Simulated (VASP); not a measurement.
# Cs (Fd-3m) in VASP: further runs

The runs below take Cs through density of states, with LDA.

All numbers are computed with VASP 6.6.1; they aren't measurements. Logs are shortened: lines on timing, memory, paths and dates and some standing lists are left out, and cuts for length are marked.

**1. The cell of the first run**

Symmetry: Fd-3m, No. 227, cubic system. The conventional cell has a = 9.880 Å, b = 9.880 Å, c = 9.880 Å, α = 90.00°, β = 90.00°, γ = 90.00°. Within 5.6 Å of Cs (site symmetry -43m) lie 4 Cs at 4.28 Å.

**2. Density of states, LDA (volume scaled by 0.78)**

POSCAR

```
Cs
1.0
    0.0000000000      4.9398488218      4.9398488218
    4.9398488218      0.0000000000      4.9398488218
    4.9398488218      4.9398488218      0.0000000000
Cs
2
Direct
   -0.1250000000     -0.1250000000     -0.1250000000
    0.1250000000      0.1250000000      0.1250000000
```

INCAR.step1

```
ALGO     = Normal         # electronic algorithm
EDIFF    = 1E-6           # SCF threshold, eV
ENCUT    = 520            # plane-wave cutoff, eV
ISIF     = 2              # what is computed and relaxed
ISMEAR   = -1             # smearing method
LASPH    = T              # aspherical terms in the spheres
LCHARG   = T              # write CHGCAR
LREAL    = F              # projectors in reciprocal space
LWAVE    = F              # write WAVECAR
NBANDS   = 16             # bands
NELM     = 80             # most SCF steps
PREC     = Accurate       # precision mode
SIGMA    = 0.08           # smearing width, eV
```

KPOINTS.step1

```
k-points
0
Gamma
  7 7 7
```

INCAR.step2

```
ALGO     = Normal         # electronic algorithm
EDIFF    = 1E-6           # SCF threshold, eV
ENCUT    = 520            # plane-wave cutoff, eV
ICHARG   = 11             # starting density
ISIF     = 2              # what is computed and relaxed
ISMEAR   = -5             # smearing method
LASPH    = T              # aspherical terms in the spheres
LCHARG   = F              # write CHGCAR
LORBIT   = 11             # projections on sites
LREAL    = F              # projectors in reciprocal space
LWAVE    = F              # write WAVECAR
NBANDS   = 16             # bands
NEDOS    = 1001           # points of the DOS
NELM     = 80             # most SCF steps
PREC     = Accurate       # precision mode
SIGMA    = 0.08           # smearing width, eV
```

KPOINTS.step2

```
k-points
0
Gamma
  11 11 11
```

Potentials or basis: VASP PAW LDA potentials, release 64 (Cs_sv).

Command:

```sh
> cat potpaw_LDA.64/Cs_sv/POTCAR > POTCAR
> cp INCAR.step1 INCAR
> cp KPOINTS.step1 KPOINTS
> mpirun -np 1 vasp_std > vasp.out
> cp INCAR.step2 INCAR
> cp KPOINTS.step2 KPOINTS
> mpirun -np 1 vasp_std > vasp.out
```

OUTCAR:

```text
EDIFF = 1E-6
   ENCUT = 520
   ICHARG = 11
   ISIF = 2
   ISMEAR = -5
   LASPH = T
   LORBIT = 11
   LREAL = F
   NELM = 80
   PREC = Accurate

 ion  position               nearest neighbor table
   1  0.875  0.875  0.875-
   2  0.125  0.125  0.125-

  LATTYP: Found a face centered cubic cell.
 ALAT       =     9.8796976436

  Lattice vectors:

 A1 = (   0.0000000000,   4.9398488218,   4.9398488218)
 A2 = (   4.9398488218,   0.0000000000,   4.9398488218)
 A3 = (   4.9398488218,   4.9398488218,   0.0000000000)

Analysis of symmetry for initial positions (statically):
=====================================================================
 Subroutine PRICEL returns:
 Original cell was already a primitive cell.

 Routine SETGRP: Setting up the symmetry group for a
 face centered cubic supercell.

 Subroutine GETGRP returns: Found 48 space group operations
 (whereof 12 operations were pure point group operations)
 out of a pool of 48 trial point group operations.

The static configuration has the point symmetry D_3d.
 The point group associated with its full space group is O_h .

Analysis of symmetry for dynamics (positions and initial velocities):
=====================================================================
 Subroutine PRICEL returns:
 Original cell was already a primitive cell.

 Routine SETGRP: Setting up the symmetry group for a
 face centered cubic supercell.

 Subroutine GETGRP returns: Found 48 space group operations
 (whereof 12 operations were pure point group operations)
 out of a pool of 48 trial point group operations.

The dynamic configuration has the point symmetry D_3d.
 The point group associated with its full space group is O_h .

 Subroutine INISYM returns: Found 48 space group operations
 (whereof 12 operations are pure point group operations),
 and found     1 'primitive' translations

----------------------------------------------------------------------------------------

                                     Primitive cell

  volume of cell :     241.0854

  direct lattice vectors                    reciprocal lattice vectors
     0.000000000  4.939848822  4.939848822    -0.101217672  0.101217672  0.101217672
     4.939848822  0.000000000  4.939848822     0.101217672 -0.101217672  0.101217672
     4.939848822  4.939848822  0.000000000     0.101217672  0.101217672 -0.101217672

  length of vectors
     6.986001200  6.986001200  6.986001200     0.175314151  0.175314151  0.175314151

  position of ions in fractional coordinates (direct lattice)
     0.875000000  0.875000000  0.875000000
     0.125000000  0.125000000  0.125000000

  ion indices of the primitive-cell ions
   primitive index   ion index
                 1           1
                 2           2

----------------------------------------------------------------------------------------

 KPOINTS: k-points

Automatic generation of k-mesh.
 Grid dimensions read from file:
 generate k-points for:   11   11   11

 Generating k-lattice:

  Cartesian coordinates                     Fractional coordinates (reciprocal lattice)
    -0.009201607  0.009201607  0.009201607     0.090909091  0.000000000  0.000000000
     0.009201607 -0.009201607  0.009201607     0.000000000  0.090909091  0.000000000
     0.009201607  0.009201607 -0.009201607     0.000000000  0.000000000  0.090909091

  Length of vectors
     0.015937650  0.015937650  0.015937650

  Shift w.r.t. Gamma in fractional coordinates (k-lattice)
     0.000000000  0.000000000  0.000000000

 TETIRR: Found    201 inequivalent tetrahedra from     7986

 Subroutine IBZKPT returns following result:
 ===========================================

 Found     56 irreducible k-points:

 Following reciprocal coordinates:
            Coordinates               Weight
  0.000000  0.000000  0.000000      1.000000
  0.090909  0.000000  0.000000      8.000000
  0.181818  0.000000  0.000000      8.000000
  0.272727  0.000000  0.000000      8.000000
  0.363636  0.000000  0.000000      8.000000
  0.454545  0.000000  0.000000      8.000000
[... 16 lines left out ...]
 -0.272727  0.181818  0.000000     24.000000
 -0.181818  0.181818  0.000000     12.000000
 [... further k-points ...]
   k-points           NKPTS =     56   k-points in BZ     NKDIM =     56   number of bands    NBANDS=     16
   number of dos      NEDOS =   1001   number of ions     NIONS =      2
   total plane-waves  NPLWV = 157464
   dimension x,y,z NGX =    54 NGY =   54 NGZ =   54
   dimension x,y,z NGXF=   108 NGYF=  108 NGZF=  108
   ions per type =               2
   NGX,Y,Z   is equivalent  to a cutoff of  12.85, 12.85, 12.85 a.u.
   NGXF,Y,Z  is equivalent  to a cutoff of  25.70, 25.70, 25.70 a.u.
 SYSTEM =  unknown system
   PREC   = accura    normal or accurate (medium, high low for compatibility)
   ISTART =      0    job   : 0-new  1-cont  2-samecut
   ICHARG =     11    charge: 1-file 2-atom 10-const
   ISPIN  =      1    spin polarized calculation?
   LNONCOLLINEAR =      F non collinear calculations
   LSORBIT =      F    spin-orbit coupling
   LASPH  =      T    aspherical Exc in radial PAW
   ENCUT  =  520.0 eV  38.22 Ry    6.18 a.u.  12.99 12.99 12.99*2*pi/ulx,y,z
   NELM   =     80;   NELMIN=  2; NELMDL=  0     # of ELM steps
   EDIFF  = 0.1E-05   stopping-criterion for ELM
   LREAL  =      F    real-space projection
   EDIFFG = 0.1E-04   stopping-criterion for IOM
   NSW    =      0    number of steps for IOM
   IBRION =     -1    ionic relax: 0-MD 1-quasi-New 2-CG
   NFREE  =      0    steps in history (QN), initial steepest desc. (CG)
   ISIF   =      2    stress and relaxation
   ISYM   =      2    0-nonsym 1-usesym 2-fastsym
   POTIM  = 0.5000    time-step for ionic-motion
   TEBEG  =    0.0;   TEEND  =   0.0 temperature during run
   PSTRESS=    0.0 pullay stress
   NELECT =      18.0000    total number of electrons
   NUPDOWN=      -1.0000    fix difference up-down
   EMIN   =  10.00;   EMAX   =-10.00  energy-range for DOS
   EFERMI =   0.00;   METHOD = LEGACY
   ISMEAR =    -5;   SIGMA  =   0.08  broadening in eV -4-tet -1-fermi 0-gaus
   EFERMI_NEDOS =   21; number of points for ismear=-14 and -15
   IALGO  =     38    algorithm
   IMIX   =      4    mixing-type and parameters
     AMIX     =   0.40;   BMIX     =  1.00
     AMIX_MAG =   1.60;   BMIX_MAG =  1.00
  volume/ion in A,a.u.               =     120.54       813.46
  Fermi-wavevector in a.u.,A,eV,Ry     =   0.689354  1.302689  6.465601  0.475208
  Thomas-Fermi vector in A             =   1.770414
   LORBIT       =     11    0 simple, 1 ext, 2 COOP (PROOUT), +10 PAW based schemes
   GGA     = CA    functional components
   LHFCALC =     F    Hartree Fock is set to
   AEXX    =    0.0000 exact exchange contribution
   IVDW    =     0    specifies the selected vdW correction
   LEPSILON=     F    determine dielectric tensor
   LRPA    =     F    only Hartree local field effects (RPA)
 non-spin polarized calculation
 Fermi weights with tetrahedron method with Bloechl corrections
  energy-cutoff  :      520.00
  volume of cell :      241.09
 maximum number of plane-waves:      6526
 NGX is ok and might be reduce to    54

 number of electron      18.0000002 magnetization

 Free energy of the ion-electron system (eV)
  ---------------------------------------------------
  ext. energy  EPLUGINS =         0.00000000
  ---------------------------------------------------
  free energy    TOTEN  =        -1.35350739 eV

  energy without entropy =       -1.35350739  energy(sigma->0) =       -1.35350739

 E-fermi :   0.3805     XC(G=0):  -5.3470

 val. band max:        0.4423389130   @ k =  -0.3636   0.4545   0.0909
 cond. band min:       0.3558090805   @ k =  -0.4545   0.1818   0.0000
 fundamental gap:     -0.0865298324
 Fermi energy:         0.3804578941

 k-point     1 :       0.0000    0.0000    0.0000
  band No.  band energies     occupation
      1     -24.0420      2.00000
      2     -23.9503      2.00000
      3     -10.9712      2.00000
      4     -10.9712      2.00000
      5     -10.9712      2.00000
      6     -10.6582      2.00000
[... 8 lines left out ...]
     15       2.3204      0.00000
     16       2.3204      0.00000

 k-point     2 :       0.0909    0.0000    0.0000
  band No.  band energies     occupation
      1     -24.0407      2.00000
      2     -23.9517      2.00000
      3     -10.9744      2.00000
      4     -10.9744      2.00000
      5     -10.9713      2.00000
      6     -10.6589      2.00000
[... 8 lines left out ...]
     15       2.1466      0.00000
     16       2.3136      0.00000

 k-point     3 :       0.1818    0.0000    0.0000
  band No.  band energies     occupation
      1     -24.0367      2.00000
      2     -23.9557      2.00000
      3     -10.9828      2.00000
      4     -10.9828      2.00000
      5     -10.9717      2.00000
      6     -10.6604      2.00000
[... 8 lines left out ...]
     15       1.9751      0.00000
     16       2.3201      0.00000

 k-point     4 :       0.2727    0.0000    0.0000
  band No.  band energies     occupation
      1     -24.0309      2.00000
      2     -23.9616      2.00000
      3     -10.9932      2.00000
      4     -10.9932      2.00000
      5     -10.9726      2.00000
      6     -10.6622      2.00000
[... 8 lines left out ...]
     15       2.0259      0.00000
     16       2.4414      0.00000

 k-point     5 :       0.3636    0.0000    0.0000
  band No.  band energies     occupation
      1     -24.0246      2.00000
      2     -23.9681      2.00000
      3     -11.0022      2.00000
      4     -11.0022      2.00000
      5     -10.9737      2.00000
      6     -10.6634      2.00000
[... 8 lines left out ...]
     15       1.9784      0.00000
     16       2.6599      0.00000

 k-point     6 :       0.4545    0.0000    0.0000
  band No.  band energies     occupation
      1     -24.0200      2.00000
      2     -23.9727      2.00000
      3     -11.0073      2.00000
      4     -11.0073      2.00000
      5     -10.9744      2.00000
      6     -10.6640      2.00000
[... 8 lines left out ...]
     15       1.9311      0.00000
     16       2.8413      0.00000
[... 267 lines left out ...]
 k-point    21 :      -0.4545    0.1818    0.0000
  band No.  band energies     occupation
      1     -24.0145      2.00000
      2     -23.9782      2.00000
      3     -11.0387      2.00000
      4     -11.0185      2.00000
      5     -10.9223      2.00000
      6     -10.7151      2.00000
[... 8 lines left out ...]
     15       2.1135      0.00000
     16       2.7464      0.00000

 k-point    22 :      -0.3636    0.1818    0.0000
  band No.  band energies     occupation
      1     -24.0166      2.00000
      2     -23.9761      2.00000
      3     -11.0385      2.00000
      4     -11.0125      2.00000
      5     -10.9276      2.00000
      6     -10.7092      2.00000
[... 8 lines left out ...]
     15       2.1147      0.00000
     16       2.6081      0.00000

 k-point    23 :      -0.2727    0.1818    0.0000
  band No.  band energies     occupation
      1     -24.0224      2.00000
      2     -23.9703      2.00000
      3     -11.0309      2.00000
      4     -11.0030      2.00000
      5     -10.9381      2.00000
      6     -10.6978      2.00000
[... 8 lines left out ...]
     15       2.2033      0.00000
     16       2.4320      0.00000

 k-point    24 :      -0.1818    0.1818    0.0000
  band No.  band energies     occupation
      1     -24.0287      2.00000
      2     -23.9638      2.00000
      3     -11.0168      2.00000
      4     -10.9927      2.00000
      5     -10.9509      2.00000
      6     -10.6836      2.00000
[... 8 lines left out ...]
     15       2.2229      0.00000
     16       2.3151      0.00000

 [... further k-points ...]
[... 5 lines left out ...]
  --------------------------------------------------------------------------------------
  -------------------------------------------------------------------------------------
  Total        0.5590161      0.5590161      0.5590161      0.0000000      0.0000000     -0.0000000
  in kB        3.7150435      3.7150435      3.7150435      0.0000000      0.0000000     -0.0000000
  external PRESSURE =       3.7150435 kB  Pullay stress =       0.0000000 kB

 VOLUME and BASIS-vectors are now :
 -----------------------------------------------------------------------------
  energy-cutoff  :      520.00
  volume of cell :      241.09
      direct lattice vectors                 reciprocal lattice vectors
     0.000000000  4.939848822  4.939848822    -0.101217672  0.101217672  0.101217672
     4.939848822  0.000000000  4.939848822     0.101217672 -0.101217672  0.101217672
     4.939848822  4.939848822  0.000000000     0.101217672  0.101217672 -0.101217672

 POSITION                                       TOTAL-FORCE (eV/Angst)
 -----------------------------------------------------------------------------------
      8.64474      8.64474      8.64474         0.000000      0.000000      0.000000
      1.23496      1.23496      1.23496        -0.000000     -0.000000     -0.000000
 -----------------------------------------------------------------------------------
    total drift:                               -0.000000      0.000000     -0.000000

  FREE ENERGIE OF THE ION-ELECTRON SYSTEM (eV)
  ---------------------------------------------------
  free  energy   TOTEN  =        -1.3535073859 eV

  energy  without entropy=       -1.3535073859  energy(sigma->0) =       -1.35350739

 total charge

# of ion       s       p       d       tot
------------------------------------------
    1        1.863   4.651   0.011   6.525
    2        1.863   4.651   0.011   6.525
--------------------------------------------------
tot          3.727   9.301   0.022  13.050
```

Wall time 3.4 min (1 thread of Intel Xeon Platinum 8259CL at 2.50GHz (Skylake/Cascade Lake), shared host); peak memory 0.36 GiB.

Results:

```
Valence electrons inside the program's atomic spheres : Cs 6.53
```

Caveat: the cell differs from its parent crystal (volume scaled by 0.78); spin-orbit coupling is left out, which moves the levels of the heavy elements; tetrahedron occupations give inexact forces and stress in metals.

**3. Density of states, LDA**

This run uses another cell than the first one, of 154.54 Å³/atom, 1.282 times its volume.

POSCAR

```
Cs
1.0
    0.0000000000      5.3663886678      5.3663886678
    5.3663886678      0.0000000000      5.3663886678
    5.3663886678      5.3663886678      0.0000000000
Cs
2
Direct
   -0.1250000000     -0.1250000000     -0.1250000000
    0.1250000000      0.1250000000      0.1250000000
```

INCAR.step1

```
SYSTEM = Cs
PREC = Accurate
ENCUT = 520
EDIFF = 1E-6
ISMEAR = -1
SIGMA = 0.08
LREAL = .FALSE.
LASPH = .TRUE.
NELM = 60
ALGO = Normal
ISIF = 2
LWAVE = .FALSE.
LCHARG = .TRUE.
GGA = CA
NBANDS = 16
```

KPOINTS.step1

```
regular mesh
0
G
  7 7 7
  0 0 0
```

INCAR.step2

```
SYSTEM = Cs
PREC = Accurate
ENCUT = 520
EDIFF = 1E-6
ISMEAR = -5
SIGMA = 0.08
LREAL = .FALSE.
LASPH = .TRUE.
NELM = 60
ALGO = Normal
ISIF = 2
LWAVE = .FALSE.
LCHARG = .FALSE.
GGA = CA
LORBIT = 11
NEDOS = 2001
ICHARG = 11
```

KPOINTS.step2

```
regular mesh
0
G
  11 11 11
  0 0 0
```

Potentials or basis: VASP PAW LDA potentials, release 64 (Cs_sv).

Command:

```sh
> cat potpaw_LDA.64/Cs_sv/POTCAR > POTCAR
> cp INCAR.step1 INCAR
> cp KPOINTS.step1 KPOINTS
> mpirun -np 1 vasp_std > vasp.out
> cp INCAR.step2 INCAR
> cp KPOINTS.step2 KPOINTS
> mpirun -np 1 vasp_std > vasp.out
```

Run time: 2.7 min. Hardware: 1 thread of Intel Xeon Platinum 8259CL at 2.50GHz (Skylake/Cascade Lake), shared host; peak memory 0.4 GiB.

Results (log left out):

```yaml
Valence_electrons_inside_the_program's_atomic_spheres: Cs 6.52
```

Levels at points of the mesh, in eV from the valence-band top:
| k point | band 6 | band 7 | band 8 | band 9 | band 10 | band 11 | band 12 | band 13 |
| --- | --- | --- | --- | --- | --- | --- | --- | --- |
| (0.00, 0.00, 0.00) | -11.02 | -11.02 | -11.02 | -1.51 | 1.21 | 1.21 | 1.33 | 1.33 |

Caveat: spin-orbit coupling is left out, which moves the levels of the heavy elements.
